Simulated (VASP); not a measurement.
# P in VASP: a series of runs

P is run at these levels: PBEsol; tasks: single point.

Program: VASP 6.6.1. These are calculated values, not measurements. Logs are shortened: lines on timing, memory, paths and dates and some standing lists are left out, and cuts for length are marked.

## (1) The cell of the first run

The cell holds a slab with vacuum, 4 atoms: a = 3.284 Å, b = 34.857 Å, c = 4.632 Å, α = 90.00°, β = 90.00°, γ = 90.00°.

## (2) Single point, PBEsol

INCAR

```
SYSTEM = P
PREC = Accurate
ENCUT = 520
EDIFF = 1E-6
ISMEAR = 0
SIGMA = 0.1
LREAL = .FALSE.
LASPH = .TRUE.
NELM = 100
ALGO = Normal
ISIF = 2
LWAVE = .FALSE.
LCHARG = .TRUE.
GGA = PS
LELF = .TRUE.
LVHAR = .TRUE.
NBANDS = 18
```

KPOINTS

```
Automatic mesh
0
G
  6 1 4
  0 0 0
```

POSCAR

```
P
1.0
    3.2837277200      0.0000000000      0.0000000000
    0.0000000000     34.8570309900      0.0000000000
    0.0000000000      0.0000000000      4.6320847100
P
4
Direct
    0.0000000000      0.9702614300      0.5921507200
    0.0000000000      0.0297385700      0.4078492800
    0.5000000000      0.0297385700      0.0921507200
    0.5000000000      0.9702614300      0.9078492800
```

Potentials or basis: VASP PAW PBE potentials, release 64 (P).

Run with:

```bash
cat potpaw_PBE.64/P/POTCAR > POTCAR
mpirun -np 1 vasp_std > vasp.out
```

OUTCAR:

```text
SYSTEM = P
   PREC = Accurate
   ENCUT = 520
   EDIFF = 1E-6
   ISMEAR = 0
   LREAL = .FALSE.
   LASPH = .TRUE.
   NELM = 100
   ISIF = 2
   GGA = PS

 ion  position               nearest neighbor table
   1  0.000  0.970  0.592-   4 2.20   4 2.20   2 2.24
   2  0.000  0.030  0.408-   3 2.20   3 2.20   1 2.24
   3  0.500  0.030  0.092-   2 2.20   2 2.20   4 2.24
   4  0.500  0.970  0.908-   1 2.20   1 2.20   3 2.24

  LATTYP: Found a simple orthorhombic cell.
 ALAT       =     3.2837277200
 B/A-ratio  =     1.4106177811
 C/A-ratio  =    10.6150795566

  Lattice vectors:

 A1 = (  -3.2837277200,   0.0000000000,   0.0000000000)
 A2 = (   0.0000000000,   0.0000000000,   4.6320847100)
 A3 = (   0.0000000000,  34.8570309900,   0.0000000000)

Analysis of symmetry for initial positions (statically):
=====================================================================
 Subroutine PRICEL returns:
 Original cell was already a primitive cell.

 Routine SETGRP: Setting up the symmetry group for a
 simple orthorhombic supercell.

 Subroutine GETGRP returns: Found  8 space group operations
 (whereof  4 operations were pure point group operations)
 out of a pool of  8 trial point group operations.

The static configuration has the point symmetry C_2h.
 The point group associated with its full space group is D_2h.

Analysis of symmetry for dynamics (positions and initial velocities):
=====================================================================
 Subroutine PRICEL returns:
 Original cell was already a primitive cell.

 Routine SETGRP: Setting up the symmetry group for a
 simple orthorhombic supercell.

 Subroutine GETGRP returns: Found  8 space group operations
 (whereof  4 operations were pure point group operations)
 out of a pool of  8 trial point group operations.

The dynamic configuration has the point symmetry C_2h.
 The point group associated with its full space group is D_2h.

 Subroutine INISYM returns: Found  8 space group operations
 (whereof  4 operations are pure point group operations),
 and found     1 'primitive' translations

----------------------------------------------------------------------------------------

                                     Primitive cell

  volume of cell :     530.1930

  direct lattice vectors                    reciprocal lattice vectors
     3.283727720  0.000000000  0.000000000     0.304531948  0.000000000  0.000000000
     0.000000000 34.857030990  0.000000000     0.000000000  0.028688617  0.000000000
     0.000000000  0.000000000  4.632084710     0.000000000  0.000000000  0.215885516

  length of vectors
     3.283727720 34.857030990  4.632084710     0.304531948  0.028688617  0.215885516

  position of ions in fractional coordinates (direct lattice)
     0.000000000  0.970261430  0.592150720
     0.000000000  0.029738570  0.407849280
     0.500000000  0.029738570  0.092150720
     0.500000000  0.970261430  0.907849280

  ion indices of the primitive-cell ions
   primitive index   ion index
                 1           1
                 2           2
                 3           3
                 4           4

----------------------------------------------------------------------------------------

 KPOINTS: Automatic mesh

Automatic generation of k-mesh.
 Grid dimensions read from file:
 generate k-points for:    6    1    4

 Generating k-lattice:

  Cartesian coordinates                     Fractional coordinates (reciprocal lattice)
     0.050755325  0.000000000  0.000000000     0.166666667  0.000000000  0.000000000
     0.000000000  0.028688617  0.000000000     0.000000000  1.000000000  0.000000000
     0.000000000  0.000000000  0.053971379     0.000000000  0.000000000  0.250000000

  Length of vectors
     0.050755325  0.028688617  0.053971379

  Shift w.r.t. Gamma in fractional coordinates (k-lattice)
     0.000000000  0.000000000  0.000000000

 Subroutine IBZKPT returns following result:
 ===========================================

 Found     12 irreducible k-points:

 Following reciprocal coordinates:
            Coordinates               Weight
  0.000000  0.000000  0.000000      1.000000
  0.166667  0.000000  0.000000      2.000000
  0.333333  0.000000  0.000000      2.000000
  0.500000  0.000000  0.000000      1.000000
  0.000000  0.000000  0.250000      2.000000
  0.166667  0.000000  0.250000      4.000000
  0.333333  0.000000  0.250000      4.000000
  0.500000  0.000000  0.250000      2.000000
  0.000000  0.000000  0.500000      1.000000
  0.166667  0.000000  0.500000      2.000000
  0.333333  0.000000  0.500000      2.000000
  0.500000  0.000000  0.500000      1.000000
   k-points           NKPTS =     12   k-points in BZ     NKDIM =     12   number of bands    NBANDS=     18
   number of dos      NEDOS =    301   number of ions     NIONS =      4
   total plane-waves  NPLWV = 233280
   dimension x,y,z NGX =    24 NGY =  270 NGZ =   36
   dimension x,y,z NGXF=    48 NGYF=  540 NGZF=   72
   ions per type =               4
   NGX,Y,Z   is equivalent  to a cutoff of  12.15, 12.88, 12.92 a.u.
   NGXF,Y,Z  is equivalent  to a cutoff of  24.30, 25.75, 25.84 a.u.
 SYSTEM =  P
   PREC   = accura    normal or accurate (medium, high low for compatibility)
   ISTART =      0    job   : 0-new  1-cont  2-samecut
   ICHARG =      2    charge: 1-file 2-atom 10-const
   ISPIN  =      1    spin polarized calculation?
   LNONCOLLINEAR =      F non collinear calculations
   LSORBIT =      F    spin-orbit coupling
   LASPH  =      T    aspherical Exc in radial PAW
   ENCUT  =  520.0 eV  38.22 Ry    6.18 a.u.   6.11 64.81  8.61*2*pi/ulx,y,z
   NELM   =    100;   NELMIN=  2; NELMDL= -5     # of ELM steps
   EDIFF  = 0.1E-05   stopping-criterion for ELM
   LREAL  =      F    real-space projection
   EDIFFG = 0.1E-04   stopping-criterion for IOM
   NSW    =      0    number of steps for IOM
   IBRION =     -1    ionic relax: 0-MD 1-quasi-New 2-CG
   NFREE  =      0    steps in history (QN), initial steepest desc. (CG)
   ISIF   =      2    stress and relaxation
   ISYM   =      2    0-nonsym 1-usesym 2-fastsym
   POTIM  = 0.5000    time-step for ionic-motion
   TEBEG  =    0.0;   TEEND  =   0.0 temperature during run
   PSTRESS=    0.0 pullay stress
   NELECT =      20.0000    total number of electrons
   NUPDOWN=      -1.0000    fix difference up-down
   EMIN   =  10.00;   EMAX   =-10.00  energy-range for DOS
   EFERMI =   0.00;   METHOD = LEGACY
   ISMEAR =     0;   SIGMA  =   0.10  broadening in eV -4-tet -1-fermi 0-gaus
   EFERMI_NEDOS =   21; number of points for ismear=-14 and -15
   IALGO  =     38    algorithm
   IMIX   =      4    mixing-type and parameters
     AMIX     =   0.40;   BMIX     =  1.00
     AMIX_MAG =   1.60;   BMIX_MAG =  1.00
  volume/ion in A,a.u.               =     132.55       894.48
  Fermi-wavevector in a.u.,A,eV,Ry     =   0.549044  1.037542  4.101461  0.301449
  Thomas-Fermi vector in A             =   1.580001
   LORBIT       =      0    0 simple, 1 ext, 2 COOP (PROOUT), +10 PAW based schemes
   GGA     = PS    functional components
   LHFCALC =     F    Hartree Fock is set to
   AEXX    =    0.0000 exact exchange contribution
   IVDW    =     0    specifies the selected vdW correction
   LEPSILON=     F    determine dielectric tensor
   LRPA    =     F    only Hartree local field effects (RPA)
 non-spin polarized calculation
 Gauss-broadening in eV      SIGMA  =   0.10
  energy-cutoff  :      520.00
  volume of cell :      530.19
 maximum number of plane-waves:     14344
   NGX = 13   NGY =129   NGZ = 17

 number of electron      20.0000001 magnetization

 Free energy of the ion-electron system (eV)
  ---------------------------------------------------
  ext. energy  EPLUGINS =         0.00000000
  ---------------------------------------------------
  free energy    TOTEN  =       -22.79650382 eV

  energy without entropy =      -22.79650382  energy(sigma->0) =      -22.79650382

 E-fermi :  -2.9965     XC(G=0):  -1.7758

 val. band max:       -3.4486331197   @ k =   0.0000   0.0000   0.0000
 cond. band min:      -2.5542990232   @ k =   0.0000   0.0000   0.0000
 fundamental gap:      0.8943340964
 Fermi energy:        -2.9964584842

 k-point     1 :       0.0000    0.0000    0.0000
  band No.  band energies     occupation
      1     -18.6064      2.00000
      2     -16.1109      2.00000
      3     -12.7300      2.00000
      4      -9.2666      2.00000
      5      -8.1066      2.00000
      6      -8.0868      2.00000
[... 10 lines left out ...]
     17       1.5970      0.00000
     18       1.7393      0.00000

 k-point     2 :       0.1667    0.0000    0.0000
  band No.  band energies     occupation
      1     -18.2720      2.00000
      2     -15.7620      2.00000
      3     -12.8891      2.00000
      4      -9.0210      2.00000
      5      -8.5711      2.00000
      6      -8.3398      2.00000
[... 10 lines left out ...]
     17       1.5956      0.00000
     18       1.9207      0.00000

 k-point     3 :       0.3333    0.0000    0.0000
  band No.  band energies     occupation
      1     -17.2887      2.00000
      2     -14.7238      2.00000
      3     -13.9608      2.00000
      4     -10.7785      2.00000
      5      -9.1536      2.00000
      6      -8.4729      2.00000
[... 10 lines left out ...]
     17       2.5075      0.00000
     18       2.6558      0.00000

 k-point     4 :       0.5000    0.0000    0.0000
  band No.  band energies     occupation
      1     -15.7442      2.00000
      2     -15.7442      2.00000
      3     -13.0290      2.00000
      4     -13.0290      2.00000
      5      -8.5798      2.00000
      6      -8.5798      2.00000
[... 10 lines left out ...]
     17       3.2393      0.00000
     18       3.2393      0.00000

 k-point     5 :       0.0000    0.0000    0.2500
  band No.  band energies     occupation
      1     -18.3106      2.00000
      2     -16.5444      2.00000
      3     -12.6731      2.00000
      4     -10.4613      2.00000
      5      -7.4920      2.00000
      6      -6.9619      2.00000
[... 10 lines left out ...]
     17       1.6350      0.00000
     18       1.6813      0.00000

 k-point     6 :       0.1667    0.0000    0.2500
  band No.  band energies     occupation
      1     -17.9796      2.00000
      2     -16.2170      2.00000
      3     -12.6786      2.00000
      4     -10.3526      2.00000
      5      -8.5425      2.00000
      6      -7.7591      2.00000
[... 10 lines left out ...]
     17       1.7789      0.00000
     18       2.0121      0.00000

 k-point     7 :       0.3333    0.0000    0.2500
  band No.  band energies     occupation
      1     -17.0144      2.00000
      2     -15.3325      2.00000
      3     -13.3605      2.00000
      4     -11.2630      2.00000
      5      -9.5145      2.00000
      6      -8.6113      2.00000
[... 10 lines left out ...]
     17       2.8856      0.00000
     18       3.1037      0.00000

 k-point     8 :       0.5000    0.0000    0.2500
  band No.  band energies     occupation
      1     -15.5835      2.00000
      2     -15.5835      2.00000
      3     -13.2071      2.00000
      4     -13.2071      2.00000
      5      -8.7285      2.00000
      6      -8.7285      2.00000
[... 10 lines left out ...]
     17       2.8799      0.00000
     18       2.8799      0.00000

 k-point     9 :       0.0000    0.0000    0.5000
  band No.  band energies     occupation
      1     -17.5063      2.00000
      2     -17.5063      2.00000
      3     -11.9172      2.00000
      4     -11.9172      2.00000
      5      -6.3984      2.00000
      6      -6.3984      2.00000
[... 10 lines left out ...]
     17       2.3903      0.00000
     18       2.3903      0.00000

 k-point    10 :       0.1667    0.0000    0.5000
  band No.  band energies     occupation
      1     -17.1835      2.00000
      2     -17.1835      2.00000
      3     -11.8059      2.00000
      4     -11.8059      2.00000
      5      -8.0572      2.00000
      6      -8.0572      2.00000
[... 10 lines left out ...]
     17       2.8271      0.00000
     18       2.8272      0.00000

 k-point    11 :       0.3333    0.0000    0.5000
  band No.  band energies     occupation
      1     -16.2716      2.00000
      2     -16.2716      2.00000
      3     -12.3267      2.00000
      4     -12.3267      2.00000
      5      -9.3024      2.00000
      6      -9.3024      2.00000
[... 10 lines left out ...]
     17       3.3523      0.00000
     18       3.3523      0.00000

 k-point    12 :       0.5000    0.0000    0.5000
  band No.  band energies     occupation
      1     -15.3846      2.00000
      2     -15.3846      2.00000
      3     -13.4437      2.00000
      4     -13.4437      2.00000
      5      -8.5331      2.00000
      6      -8.5331      2.00000
[... 10 lines left out ...]
     17       3.0506      0.00000
     18       3.0506      0.00000

------------------------ aborting loop because EDIFF is reached ----------------------------------------

  FORCE on cell =-STRESS in cart. coord.  units (eV):
  Direction    XX          YY          ZZ          XY          YZ          ZX
  --------------------------------------------------------------------------------------
  -------------------------------------------------------------------------------------
  Total       -0.2602516      0.0578864     -0.1245432      0.0000000      0.0000000      0.0000000
  in kB       -0.7864480      0.1749254     -0.3763539      0.0000000      0.0000000      0.0000000
  external PRESSURE =      -0.3292921 kB  Pullay stress =       0.0000000 kB

 VOLUME and BASIS-vectors are now :
 -----------------------------------------------------------------------------
  energy-cutoff  :      520.00
  volume of cell :      530.19
      direct lattice vectors                 reciprocal lattice vectors
     3.283727720  0.000000000  0.000000000     0.304531948  0.000000000  0.000000000
     0.000000000 34.857030990  0.000000000     0.000000000  0.028688617  0.000000000
     0.000000000  0.000000000  4.632084710     0.000000000  0.000000000  0.215885516

 POSITION                                       TOTAL-FORCE (eV/Angst)
 -----------------------------------------------------------------------------------
      0.00000     33.82043      2.74289        -0.000000     -0.017348     -0.272259
      0.00000      1.03660      1.88919         0.000000      0.017348      0.272259
      1.64186      1.03660      0.42685         0.000000      0.017348     -0.272259
      1.64186     33.82043      4.20523         0.000000     -0.017348      0.272259
 -----------------------------------------------------------------------------------
    total drift:                               -0.000000      0.000000     -0.000000

  FREE ENERGIE OF THE ION-ELECTRON SYSTEM (eV)
  ---------------------------------------------------
  free  energy   TOTEN  =       -22.7965038198 eV

  energy  without entropy=      -22.7965038198  energy(sigma->0) =      -22.79650382
```

It took 3.3 min on 1 thread of Intel Xeon Platinum 8259CL at 2.50GHz (Skylake/Cascade Lake), shared host; peak memory 0.53 GiB.

Results:

| Quantity | Value |
| --- | --- |
| Free energy | -22.7965 eV |
| Largest force | 0.273 eV/Å |
| Band gap on the k mesh | 0.89 eV, direct |

Forces in eV/Å, atoms in the order of the input:
```
P    0.000 -0.017 -0.272
P    0.000  0.017  0.272
P    0.000  0.017 -0.272
P    0.000 -0.017  0.272
```

Levels at points of the mesh, in eV from the valence-band top:
```
           k point  band 6  band 7  band 8  band 9  band 10  band 11  band 12  band 13  band 14  band 15
(0.00, 0.00, 0.00)   -4.64   -3.47   -1.87   -1.67     0.00     0.89     1.46     2.58     3.29     4.41
(0.50, 0.00, 0.00)   -5.13   -2.77   -2.77   -2.02    -2.02     1.14     1.14     2.19     2.19     3.78
(0.00, 0.00, 0.50)   -2.95   -2.68   -2.68   -1.40    -1.40     2.02     2.02     3.71     3.71     3.72
(0.50, 0.00, 0.50)   -5.08   -4.61   -4.61   -1.09    -1.09     2.30     2.30     3.75     3.75     5.16
```

Caveat: the PAW data sets were made with another functional, which shifts forces and pressure a little.

## (3) Single point, PBEsol (biaxial strain in the a-b plane: -4.5 %)

INCAR

```
  ALGO = Normal
  EDIFF = 1E-6
  ENCUT = 520
  GGA = PS
  ISIF = 2
  ISMEAR = 0
  LASPH = T
  LCHARG = T
  LELF = T
  LREAL = F
  LVHAR = T
  LWAVE = F
  NBANDS = 18
  NELM = 80
  PREC = Accurate
  SIGMA = 0.02
```

KPOINTS

```
k-points
0
Gamma
  8 1 6
```

POSCAR

```
P
1.0
    3.1365705565      0.0000000000      0.0000000000
    0.0000000000     33.3053833657      0.0000000000
    0.0000000000      0.0000000000      4.5567069147
P
4
Direct
    0.0000000000      0.9688618539      0.5848024067
    0.0000000000      0.0311381461      0.4151975933
    0.5000000000      0.0311381461      0.0848024067
    0.5000000000      0.9688618539      0.9151975933
```

Potentials or basis: VASP PAW PBE potentials, release 64 (P).

Run with:

```bash
cat potpaw_PBE.64/P/POTCAR > POTCAR
mpirun -np 1 vasp_std > vasp.out
```

Wall time 8.4 min (1 thread of Intel Xeon 8259CL, shared host); peak memory 0.55 GiB.

The run converged. Its results:

```yaml
Free_energy: -22.7358 eV
Largest_force: 0.271 eV/Å
Band_gap_on_the_k_mesh: 0.75 eV, indirect (least direct gap 0.78 eV)
```

Forces on the atoms (eV/Å):
```
P    0.000 -0.271  0.001
P    0.000  0.271 -0.001
P    0.000  0.271  0.001
P    0.000 -0.271 -0.001
```

Levels at points of the mesh, in eV from the valence-band top:
| k point | band 7 | band 8 | band 9 | band 10 | band 11 | band 12 | band 13 | band 14 |
| --- | --- | --- | --- | --- | --- | --- | --- | --- |
| (0.00, 0.00, 0.00) | -2.79 | -1.99 | -1.09 | -0.03 | 0.75 | 2.21 | 3.56 | 3.86 |
| (0.50, 0.00, 0.00) | -2.77 | -2.77 | -1.97 | -1.97 | 1.09 | 1.09 | 1.96 | 1.96 |
| (0.00, 0.00, 0.50) | -1.94 | -1.94 | -1.24 | -1.24 | 2.82 | 2.82 | 3.73 | 3.73 |
| (0.50, 0.00, 0.50) | -4.76 | -4.76 | -1.08 | -1.08 | 2.51 | 2.51 | 3.79 | 3.79 |

Caveat: the cell differs from its parent crystal (biaxial strain in the a-b plane: -4.5 %); the PAW data sets were made with another functional, which shifts forces and pressure a little.
